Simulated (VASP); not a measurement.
# Nb (I4/mmm) in VASP: notebook

Nb is run at these levels: PBEsol; tasks: single point.

All numbers are computed with VASP 6.6.1; they aren't measurements. Logs are shortened: lines on timing, memory, paths and dates and some standing lists are left out, and cuts for length are marked.

## Step 1: The cell of the first run

Symmetry: I4/mmm, No. 139, tetragonal system. The conventional cell has a = 2.991 Å, b = 2.991 Å, c = 4.336 Å, α = 90.00°, β = 90.00°, γ = 90.00°. Nb (site symmetry 4/mmm) has 12 Nb at 2.99 to 3.03 Å within 3.9 Å.

## Step 2: Single point, PBEsol (strain +0.000 along x and y, +0.025 along z)

The input, INCAR:

```
PREC = Accurate
ENCUT = 500
EDIFF = 1E-6
ISMEAR = 0
SIGMA = 0.15
LREAL = F
LASPH = T
NELM = 120
ALGO = Normal
ISIF = 2
LWAVE = F
LCHARG = T
GGA = PS
LELF = T
LVHAR = T
NBANDS = 12
GGA_COMPAT = F
```

The input, KPOINTS:

```
Automatic mesh
0
Gamma
  20 20 20
```

The input, POSCAR:

```
Nb
1.0
    0.0000000000      2.1150000000      2.1678750000
    2.1150000000      0.0000000000      2.1678750000
    2.1150000000      2.1150000000      0.0000000000
Nb
1
Direct
    0.0000000000      0.0000000000      0.0000000000
```

Potentials or basis: VASP PAW PBE potentials, release 64 (Nb_sv).

Launch:

```console
$ cat potpaw_PBE.64/Nb_sv/POTCAR > POTCAR
$ mpirun -np 1 vasp_std > vasp.out
```

OUTCAR:

```text
PREC = Accurate
   ENCUT = 500
   EDIFF = 1E-6
   ISMEAR = 0
   LREAL = F
   LASPH = T
   NELM = 120
   ISIF = 2
   GGA = PS

 ion  position               nearest neighbor table
   1  0.000  0.000  0.000-

  LATTYP: Found a body centered tetragonal cell.
 ALAT       =     2.9910616844
 C/A-ratio  =     1.4495689014

  Lattice vectors:

 A1 = (  -2.1150000000,   0.0000000000,   2.1678750000)
 A2 = (   2.1150000000,   0.0000000000,   2.1678750000)
 A3 = (   0.0000000000,   2.1150000000,  -2.1678750000)

Analysis of symmetry for initial positions (statically):
=====================================================================
 Subroutine PRICEL returns:
 Original cell was already a primitive cell.

 Routine SETGRP: Setting up the symmetry group for a
 body centered tetragonal supercell.

 Subroutine GETGRP returns: Found 16 space group operations
 (whereof 16 operations were pure point group operations)
 out of a pool of 16 trial point group operations.

The static configuration has the point symmetry D_4h.

Analysis of symmetry for dynamics (positions and initial velocities):
=====================================================================
 Subroutine PRICEL returns:
 Original cell was already a primitive cell.

 Routine SETGRP: Setting up the symmetry group for a
 body centered tetragonal supercell.

 Subroutine GETGRP returns: Found 16 space group operations
 (whereof 16 operations were pure point group operations)
 out of a pool of 16 trial point group operations.

The dynamic configuration has the point symmetry D_4h.

 Subroutine INISYM returns: Found 16 space group operations
 (whereof 16 operations are pure point group operations),
 and found     1 'primitive' translations

----------------------------------------------------------------------------------------

                                     Primitive cell

  volume of cell :      19.3948

  direct lattice vectors                    reciprocal lattice vectors
     0.000000000  2.115000000  2.167875000    -0.236406619  0.236406619  0.230640604
     2.115000000  0.000000000  2.167875000     0.236406619 -0.236406619  0.230640604
     2.115000000  2.115000000  0.000000000     0.236406619  0.236406619 -0.230640604

  length of vectors
     3.028680738  3.028680738  2.991061684     0.406166552  0.406166552  0.406166552

  position of ions in fractional coordinates (direct lattice)
     0.000000000  0.000000000  0.000000000

  ion indices of the primitive-cell ions
   primitive index   ion index
                 1           1

----------------------------------------------------------------------------------------

 KPOINTS: Automatic mesh

Automatic generation of k-mesh.
 Grid dimensions read from file:
 generate k-points for:   20   20   20

 Generating k-lattice:

  Cartesian coordinates                     Fractional coordinates (reciprocal lattice)
    -0.011820331  0.011820331  0.011532030     0.050000000  0.000000000  0.000000000
     0.011820331 -0.011820331  0.011532030     0.000000000  0.050000000  0.000000000
     0.011820331  0.011820331 -0.011532030     0.000000000  0.000000000  0.050000000

  Length of vectors
     0.020308328  0.020308328  0.020308328

  Shift w.r.t. Gamma in fractional coordinates (k-lattice)
     0.000000000  0.000000000  0.000000000

 Subroutine IBZKPT returns following result:
 ===========================================

 Found    641 irreducible k-points:

 Following reciprocal coordinates:
            Coordinates               Weight
  0.000000  0.000000  0.000000      1.000000
  0.050000 -0.000000  0.000000      8.000000
  0.100000 -0.000000  0.000000      8.000000
  0.150000  0.000000  0.000000      8.000000
  0.200000 -0.000000  0.000000      8.000000
  0.250000 -0.000000  0.000000      8.000000
[... 16 lines left out ...]
 -0.400000  0.050000  0.000000      8.000000
 -0.350000  0.050000  0.000000      8.000000
 [... further k-points ...]
   k-points           NKPTS =    641   k-points in BZ     NKDIM =    641   number of bands    NBANDS=     12
   number of dos      NEDOS =    301   number of ions     NIONS =      1
   total plane-waves  NPLWV =  13824
   dimension x,y,z NGX =    24 NGY =   24 NGZ =   24
   dimension x,y,z NGXF=    48 NGYF=   48 NGZF=   48
   ions per type =               1
   NGX,Y,Z   is equivalent  to a cutoff of  13.17, 13.17, 13.34 a.u.
   NGXF,Y,Z  is equivalent  to a cutoff of  26.35, 26.35, 26.68 a.u.
 SYSTEM =  unknown system
   PREC   = accura    normal or accurate (medium, high low for compatibility)
   ISTART =      0    job   : 0-new  1-cont  2-samecut
   ICHARG =      2    charge: 1-file 2-atom 10-const
   ISPIN  =      1    spin polarized calculation?
   LNONCOLLINEAR =      F non collinear calculations
   LSORBIT =      F    spin-orbit coupling
   LASPH  =      T    aspherical Exc in radial PAW
   ENCUT  =  500.0 eV  36.75 Ry    6.06 a.u.   5.52  5.52  5.45*2*pi/ulx,y,z
   NELM   =    120;   NELMIN=  2; NELMDL= -5     # of ELM steps
   EDIFF  = 0.1E-05   stopping-criterion for ELM
   LREAL  =      F    real-space projection
[... 7 lines left out ...]
   TEBEG  =    0.0;   TEEND  =   0.0 temperature during run
   PSTRESS=    0.0 pullay stress
   NELECT =      13.0000    total number of electrons
   NUPDOWN=      -1.0000    fix difference up-down
   EMIN   =  10.00;   EMAX   =-10.00  energy-range for DOS
   EFERMI =   0.00;   METHOD = LEGACY
   ISMEAR =     0;   SIGMA  =   0.15  broadening in eV -4-tet -1-fermi 0-gaus
   EFERMI_NEDOS =   21; number of points for ismear=-14 and -15
   IALGO  =     38    algorithm
   IMIX   =      4    mixing-type and parameters
     AMIX     =   0.40;   BMIX     =  1.00
     AMIX_MAG =   1.60;   BMIX_MAG =  1.00
  volume/ion in A,a.u.               =      19.39       130.88
  Fermi-wavevector in a.u.,A,eV,Ry     =   1.432719  2.707446 27.928449  2.052683
  Thomas-Fermi vector in A             =   2.552316
   LORBIT       =      0    0 simple, 1 ext, 2 COOP (PROOUT), +10 PAW based schemes
   GGA     = PS    functional components
   LHFCALC =     F    Hartree Fock is set to
   AEXX    =    0.0000 exact exchange contribution
   IVDW    =     0    specifies the selected vdW correction
   LEPSILON=     F    determine dielectric tensor
   LRPA    =     F    only Hartree local field effects (RPA)
 non-spin polarized calculation
 Gauss-broadening in eV      SIGMA  =   0.15
  energy-cutoff  :      500.00
  volume of cell :       19.39
 maximum number of plane-waves:       532
 NGX is ok and might be reduce to    24
   NGX = 11   NGY = 11   NGZ = 11

 number of electron      12.9999999 magnetization

 Free energy of the ion-electron system (eV)
  ---------------------------------------------------
  ext. energy  EPLUGINS =         0.00000000
  ---------------------------------------------------
  free energy    TOTEN  =       -10.57534629 eV

  energy without entropy =      -10.55818252  energy(sigma->0) =      -10.56676441

 E-fermi :  10.3827     XC(G=0): -12.2527

 val. band max:       10.3793222175   @ k =  -0.4500   0.2000   0.0000
 cond. band min:      10.3833241856   @ k =  -0.3000   0.3500   0.3000
 fundamental gap:      0.0040019680
 Fermi energy:        10.3826818553

 k-point     1 :       0.0000    0.0000    0.0000
  band No.  band energies     occupation
      1     -44.3493      2.00000
      2     -19.8161      2.00000
      3     -19.8122      2.00000
      4     -19.8122      2.00000
      5       4.2162      2.00000
      6      10.3235      1.42305
      7      10.6047      0.03635
      8      10.6047      0.03635
      9      12.7890      0.00000
     10      13.1644      0.00000
     11      22.1851      0.00000
     12      26.3174      0.00000

 k-point     2 :       0.0500   -0.0000    0.0000
  band No.  band energies     occupation
      1     -44.3452      2.00000
      2     -19.8417      2.00000
      3     -19.8187      2.00000
      4     -19.8152      2.00000
      5       4.3068      2.00000
      6      10.3223      1.43102
      7      10.5767      0.06737
      8      10.6469      0.01272
      9      12.7564      0.00000
     10      13.1229      0.00000
     11      22.3672      0.00000
     12      26.2027      0.00000

 k-point     3 :       0.1000   -0.0000    0.0000
  band No.  band energies     occupation
      1     -44.3333      2.00000
      2     -19.9226      2.00000
      3     -19.8303      2.00000
      4     -19.8241      2.00000
      5       4.5701      2.00000
      6      10.2172      1.88135
      7      10.6036      0.03729
      8      10.7620      0.00035
      9      12.6817      0.00000
     10      13.0193      0.00000
     11      22.8711      0.00000
     12      25.4653      0.00000

 k-point     4 :       0.1500    0.0000    0.0000
  band No.  band energies     occupation
      1     -44.3147      2.00000
      2     -20.0472      2.00000
      3     -19.8481      2.00000
      4     -19.8378      2.00000
      5       4.9786      2.00000
      6       9.9985      1.99971
      7      10.7089      0.00210
      8      10.9095      0.00000
      9      12.6351      0.00000
     10      12.9174      0.00000
     11      23.4986      0.00000
     12      24.6494      0.00000

 k-point     5 :       0.2000   -0.0000    0.0000
  band No.  band energies     occupation
      1     -44.2911      2.00000
      2     -20.2017      2.00000
      3     -19.8704      2.00000
      4     -19.8550      2.00000
      5       5.4796      2.00000
      6       9.7944      2.00000
      7      10.7699      0.00026
      8      11.0128      0.00000
      9      12.7197      0.00000
     10      12.9182      0.00000
     11      23.3014      0.00000
     12      24.7650      0.00000

 k-point     6 :       0.2500   -0.0000    0.0000
  band No.  band energies     occupation
      1     -44.2649      2.00000
      2     -20.3697      2.00000
      3     -19.8949      2.00000
      4     -19.8740      2.00000
      5       5.9851      2.00000
      6       9.7209      2.00000
      7      10.7211      0.00142
      8      11.0013      0.00000
      9      13.0020      0.00000
     10      13.1084      0.00000
     11      22.5630      0.00000
     12      25.2116      0.00000

 k-point     7 :       0.3000    0.0000    0.0000
  band No.  band energies     occupation
      1     -44.2385      2.00000
      2     -20.5346      2.00000
      3     -19.9194      2.00000
      4     -19.8929      2.00000
      5       6.3789      2.00000
      6       9.8878      2.00000
      7      10.5899      0.05069
      8      10.8871      0.00000
      9      13.4468      0.00000
     10      13.4738      0.00000
     11      21.8816      0.00000
     12      24.9101      0.00000

 k-point     8 :       0.3500   -0.0000    0.0000
  band No.  band energies     occupation
      1     -44.2145      2.00000
      2     -20.6808      2.00000
      3     -19.9413      2.00000
      4     -19.9099      2.00000
      5       6.5901      2.00000
      6      10.3195      1.44849
      7      10.4436      0.56576
      8      10.7359      0.00087
      9      13.9246      0.00000
     10      13.9653      0.00000
     11      21.3134      0.00000
     12      23.9503      0.00000
[... 166 lines left out ...]
 k-point    20 :       0.4500    0.0500    0.0000
  band No.  band energies     occupation
      1     -44.1850      2.00000
      2     -20.8384      2.00000
      3     -19.9793      2.00000
      4     -19.9404      2.00000
      5       6.7395      2.00000
      6      10.1026      1.99173
      7      10.6162      0.02766
      8      11.1654      0.00000
      9      14.7257      0.00000
     10      14.7425      0.00000
     11      20.6255      0.00000
     12      22.4561      0.00000

 k-point    21 :       0.5000    0.0500    0.0000
  band No.  band energies     occupation
      1     -44.1778      2.00000
      2     -20.8807      2.00000
      3     -19.9902      2.00000
      4     -19.9407      2.00000
      5       6.7358      2.00000
      6      10.0697      1.99683
      7      10.5513      0.11196
      8      11.4821      0.00000
      9      14.8026      0.00000
     10      15.0947      0.00000
     11      20.3428      0.00000
     12      22.0827      0.00000

 k-point    22 :      -0.4500    0.0500    0.0000
  band No.  band energies     occupation
      1     -44.1789      2.00000
      2     -20.8744      2.00000
      3     -19.9932      2.00000
      4     -19.9349      2.00000
      5       6.7381      2.00000
      6      10.1021      1.99184
      7      10.5480      0.11902
      8      11.4096      0.00000
      9      14.6450      0.00000
     10      15.1769      0.00000
     11      20.3996      0.00000
     12      22.1634      0.00000

 k-point    23 :      -0.4000    0.0500    0.0000
  band No.  band energies     occupation
      1     -44.1883      2.00000
      2     -20.8202      2.00000
      3     -19.9881      2.00000
      4     -19.9237      2.00000
      5       6.7416      2.00000
      6      10.1956      1.92229
      7      10.6084      0.03332
      8      10.9842      0.00000
      9      14.2871      0.00000
     10      14.9724      0.00000
     11      20.7460      0.00000
     12      22.7052      0.00000

 k-point    24 :      -0.3500    0.0500    0.0000
  band No.  band energies     occupation
      1     -44.2049      2.00000
      2     -20.7226      2.00000
      3     -19.9754      2.00000
      4     -19.9080      2.00000
      5       6.7063      2.00000
      6      10.3378      1.32768
      7      10.4056      0.82883
      8      10.7254      0.00123
      9      13.8099      0.00000
     10      14.5565      0.00000
     11      21.2175      0.00000
     12      23.6435      0.00000

 [... further k-points ...]

------------------------ aborting loop because EDIFF is reached ----------------------------------------

  FORCE on cell =-STRESS in cart. coord.  units (eV):
  Direction    XX          YY          ZZ          XY          YZ          ZX
  --------------------------------------------------------------------------------------
  -------------------------------------------------------------------------------------
  Total       -1.5433727     -1.5433727     -0.8531764      0.0000000      0.0000000      0.0000000
  in kB     -127.4959555   -127.4959555    -70.4797600      0.0000000      0.0000000      0.0000000
  external PRESSURE =    -108.4905570 kB  Pullay stress =       0.0000000 kB

 VOLUME and BASIS-vectors are now :
 -----------------------------------------------------------------------------
  energy-cutoff  :      500.00
  volume of cell :       19.39
      direct lattice vectors                 reciprocal lattice vectors
     0.000000000  2.115000000  2.167875000    -0.236406619  0.236406619  0.230640604
     2.115000000  0.000000000  2.167875000     0.236406619 -0.236406619  0.230640604
     2.115000000  2.115000000  0.000000000     0.236406619  0.236406619 -0.230640604

 POSITION                                       TOTAL-FORCE (eV/Angst)
 -----------------------------------------------------------------------------------
      0.00000      0.00000      0.00000         0.000000      0.000000      0.000000
 -----------------------------------------------------------------------------------
    total drift:                               -0.000000      0.000000     -0.000000

  FREE ENERGIE OF THE ION-ELECTRON SYSTEM (eV)
  ---------------------------------------------------
  free  energy   TOTEN  =       -10.5753462934 eV

  energy  without entropy=      -10.5581825178  energy(sigma->0) =      -10.56676441
```

It took 68 s on 1 thread of Intel Xeon Platinum 8488C (Sapphire Rapids), shared host; peak memory 0.26 GiB.

Results:

```
Free energy            : -10.5753 eV
Pressure               : -10.8 GPa
Band gap on the k mesh : zero (an odd number of electrons rules out a gap without spin polarisation)
```

Stress tensor (GPa, compression positive):
```
-12.75   0.00   0.00
  0.00 -12.75   0.00
  0.00   0.00  -7.05
```

Caveat: the cell differs from its parent crystal (strain +0.000 along x and y, +0.025 along z); the cell stands under tension; the PAW data sets were made with another functional, which shifts forces and pressure a little.

## Step 3: Single point, PBEsol (strain +0.000 along x and y, +0.050 along z)

The input, INCAR:

```
SYSTEM = Nb
ALGO     = Normal         ! electronic algorithm
EDIFF    = 1E-6           ! SCF threshold, eV
ENCUT    = 500            ! plane-wave cutoff, eV
GGA      = PS             ! functional
GGA_COMPAT= .False.      
ISIF     = 2              ! what is computed and relaxed
ISMEAR   = 0              ! smearing method
LASPH    = .True.         ! aspherical terms in the spheres
LCHARG   = .False.        ! write CHGCAR
LREAL    = .False.        ! projectors in reciprocal space
LWAVE    = .False.        ! write WAVECAR
NBANDS   = 12             ! bands
NELM     = 120            ! most SCF steps
PREC     = Accurate       ! precision mode
SIGMA    = 0.15           ! smearing width, eV
```

The input, KPOINTS:

```
k-points
0
Gamma
  20 20 20
  0 0 0
```

The input, POSCAR:

```
Nb
1.0
    0.0000000000      2.1150000000      2.2207500000
    2.1150000000      0.0000000000      2.2207500000
    2.1150000000      2.1150000000      0.0000000000
Nb
1
Direct
    0.0000000000      0.0000000000      0.0000000000
```

Potentials or basis: VASP PAW PBE potentials, release 64 (Nb_sv).

Launch:

```console
$ cat potpaw_PBE.64/Nb_sv/POTCAR > POTCAR
$ mpirun -np 1 vasp_std > vasp.out
```

Wall time 68 s (1 thread of Intel Xeon Platinum 8488C (Sapphire Rapids), shared host); peak memory 0.25 GiB.

It converged, with:

```
Free energy            : -10.5536 eV
Pressure               : -14.2 GPa
Band gap on the k mesh : zero (an odd number of electrons rules out a gap without spin polarisation)
```

Stress tensor (GPa, compression positive):
```
-17.19   0.00   0.00
  0.00 -17.19   0.00
  0.00   0.00  -8.24
```

Levels at points of the mesh, in eV from the Fermi level:
```csv
k point,band 4,band 5,band 6,band 7,band 8,band 9
"(0.00, 0.00, 0.00)",-30.24,-6.09,-0.20,0.35,0.35,2.16
"(0.50, 0.00, 0.00)",-30.34,-3.62,-0.29,0.27,1.20,4.22
"(0.50, 0.50, 0.00)",-30.55,-3.75,-2.98,2.74,4.38,4.86
"(0.50, 0.00, 0.50)",-30.58,-3.75,-3.05,3.56,4.29,4.61
```

Caveat: the cell differs from its parent crystal (strain +0.000 along x and y, +0.050 along z); the cell stands under tension; the PAW data sets were made with another functional, which shifts forces and pressure a little.

## Step 4: Single point, PBEsol (strain +0.025 along x and y, +0.000 along z)

The input, INCAR:

```
SYSTEM = Nb
  ALGO = Normal
  EDIFF = 1E-6
  ENCUT = 500
  GGA = PS
  GGA_COMPAT = .FALSE.
  ISIF = 2
  ISMEAR = 0
  LASPH = .TRUE.
  LCHARG = .TRUE.
  LELF = .TRUE.
  LREAL = .FALSE.
  LVHAR = .TRUE.
  LWAVE = .FALSE.
  NBANDS = 12
  NELM = 120
  PREC = Accurate
  SIGMA = 0.15
```

The input, KPOINTS:

```
k-points
0
G
  20 20 20
  0 0 0
```

The input, POSCAR:

```
Nb
1.0
    0.0000000000      2.1678750000      2.1150000000
    2.1678750000      0.0000000000      2.1150000000
    2.1678750000      2.1678750000      0.0000000000
Nb
1
Direct
    0.0000000000      0.0000000000      0.0000000000
```

Launch:

```console
$ cat potpaw_PBE.64/Nb_sv/POTCAR > POTCAR
$ mpirun -np 1 vasp_std > vasp.out
```

Run time: 64 s. Hardware: 1 thread of Intel Xeon Platinum 8488C (Sapphire Rapids), shared host; peak memory 0.25 GiB.

It converged, with:

| Property | Result |
| --- | --- |
| Free energy | -10.5384 eV |
| Pressure | -14.0 GPa |
| Band gap on the k mesh | zero (an odd number of electrons rules out a gap without spin polarisation) |

Stress tensor (GPa, compression positive):
```
-12.14   0.00   0.00
  0.00 -12.14   0.00
  0.00   0.00 -17.71
```

Levels at points of the mesh, in eV from the Fermi level:
| k point | band 4 | band 5 | band 6 | band 7 | band 8 | band 9 |
| --- | --- | --- | --- | --- | --- | --- |
| (0.00, 0.00, 0.00) | -30.27 | -6.10 | 0.05 | 0.05 | 0.32 | 2.35 |
| (0.50, 0.00, 0.00) | -30.38 | -3.63 | -0.18 | 0.12 | 1.18 | 4.27 |
| (0.50, 0.50, 0.00) | -30.65 | -3.76 | -3.08 | 3.54 | 4.31 | 4.88 |
| (0.50, 0.00, 0.50) | -30.59 | -3.76 | -3.03 | 3.12 | 4.32 | 4.74 |

Caveat: the cell differs from its parent crystal (strain +0.025 along x and y, +0.000 along z); the cell stands under tension; the PAW data sets were made with another functional, which shifts forces and pressure a little.

(Part 1 of 2 ends here.)
